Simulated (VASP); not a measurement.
TaN:

```
Ta N
1.0
     4.13844    0.00000    0.00000
     0.00000    4.13844    0.00000
     0.00000    0.00000    2.98804
Ta N
2 2
Direct
  0.00000 0.00000 0.00000
  0.50000 0.50000 0.00000
  0.50000 0.00000 0.00000
  0.00000 0.50000 0.00000
```

Base run:

| Property | Result |
| --- | --- |
| Program | VASP 6.6.1 |
| Functional | LDA |
| Potentials or basis | VASP PAW LDA potentials, release 64 (Ta_sv_GW, N) |
| Cutoff | 600 eV |
| k mesh | 8 × 8 × 6 |
| Occupations | fermi-dirac, width 0.05 eV |
| Spin | no spin polarisation |
| Hubbard terms | Ta d U = 1.0 eV |

Its results: band gap on the k mesh zero (band 18 reaches 11.45 eV, above the bottom of band 19 at 7.46 eV); pressure 2.6 GPa.

The run is repeated on the same cell with these changes: potentials or basis from VASP PAW LDA potentials, release 64 (Ta_sv_GW, N) to VASP PAW LDA potentials, release 64 (Ta_pv, N); cutoff from 600 eV to 520 eV; further incar settings from ALGO = Normal; EDIFF = 1e-06; NBANDS = 26 to ALGO = Normal; EDIFF = 1e-06; NBANDS = 24; valence electrons from 36 to 32. What comes out?

Band gap on the k mesh zero (band 16 reaches 8.06 eV, above the bottom of band 17 at 4.08 eV); pressure 3.0 GPa.

Caveats: spin-orbit coupling is left out, which moves the levels of the heavy elements; U without spin polarisation on a metal has little footing.
